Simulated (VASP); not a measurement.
Write the native input for VASP 6.6.1 that does the following.

- Task: single point
- Functional: r2SCAN
- Potentials or basis: VASP PAW PBE potentials, release 64 (Sr_sv)
- Cutoff: 520 eV
- k mesh: 14 × 14 × 14
- Occupations: gaussian, width 0.15 eV
- Spin: no spin polarisation
- Dipole correction: no
- Further INCAR settings: ALGO = Normal; EDIFF = 1e-06; NBANDS = 11

The system is Sr.

```xyz
1
Lattice="-2.4614 2.4614 2.3523 2.4614 -2.4614 2.3523 2.4614 2.4614 -2.3523" Properties=species:S:1:pos:R:3 pbc="T T T"
Sr    0.0000    0.0000    0.0000
```

This cell differs from its parent crystal: strain +0.015 along x and y, -0.030 along z.

The input as run:

POSCAR

```
Sr
1.0
   -2.4613750000      2.4613750000      2.3522500000
    2.4613750000     -2.4613750000      2.3522500000
    2.4613750000      2.4613750000     -2.3522500000
Sr
1
Direct
    0.0000000000      0.0000000000      0.0000000000
```

INCAR.step1

```
  PREC = Accurate
  ENCUT = 520
  ISMEAR = 0
  SIGMA = 0.15
  LREAL = F
  LASPH = T
  NELM = 80
  NBANDS = 11
  GGA = PE
  ALGO = Normal
  EDIFF = 1E-4
  LWAVE = T
  LCHARG = F
```

INCAR.step2

```
  PREC = Accurate
  ENCUT = 520
  EDIFF = 1E-6
  ISMEAR = 0
  SIGMA = 0.15
  LREAL = F
  LASPH = T
  NELM = 80
  ALGO = Normal
  ISIF = 2
  LWAVE = F
  LCHARG = F
  METAGGA = R2SCAN
  LMIXTAU = T
  NBANDS = 11
  ISTART = 1
```

KPOINTS

```
regular mesh
0
Gamma
  14 14 14
```

Potentials or basis: VASP PAW PBE potentials, release 64 (Sr_sv).

Command:

```sh
$ cat potpaw_PBE.64/Sr_sv/POTCAR > POTCAR
$ cp INCAR.step1 INCAR
$ mpirun -np 1 vasp_std > vasp.out
$ cp INCAR.step2 INCAR
$ mpirun -np 1 vasp_std > vasp.out
```

It gave:

```yaml
Pressure: -0.2 GPa
Band_gap_on_the_k_mesh: zero (bands 5 and 6 overlap by 0.32 eV)
```

Caveat: the cell differs from its parent crystal (strain +0.015 along x and y, -0.030 along z); the PAW data sets were made with another functional, which shifts forces and pressure a little.

Wall time 2.7 min on 1 thread of Intel(R) Xeon(R) 6975P-C (Granite Rapids), with other jobs on the host, peak memory 0.29 GiB.
